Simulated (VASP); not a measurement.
Runs of VASP 6.6.1 on Pb. The structure is that of space group Fm-3m (No. 225), or close to it. The cells are those of the table. 

```csv
task,cell,k mesh for the DOS,occupations for the DOS,gap on the mesh (eV),pressure (GPa)
single point,"a = 2.877 Å, angles 60.0°, 1 atom",-,-,none,110.1
single point,"a = 3.306 Å, angles 60.0°, 1 atom",-,-,none,9.3
single point,"a = 2.604 Å, angles 60.0°, 1 atom",-,-,none,(a)
single point,"a = 2.739 Å, angles 60.0°, 1 atom",-,-,none,202.1
single point,"a = 3.176 Å, angles 60.0°, 1 atom",-,-,none,24.2
single point,"a = 3.034 Å, angles 60.0°, 1 atom",-,-,none,(b)
```

Alike in all rows: level LDA; potentials or basis VASP PAW LDA potentials, release 64 (Pb_d); no spin polarisation; k mesh 15 × 15 × 15; cutoff (eV) 520; smearing fermi-dirac 0.05 eV.

Problem. Estimate the missing entries.

Solution. (a) 357.5; (b) 52.6.

Caveats: spin-orbit coupling is left out, which moves the levels of the heavy elements.

A k mesh can miss the band edges, and the runs leave out spin-orbit coupling on Pb.

A gap of «none» marks levels without a gap at the run's occupations.
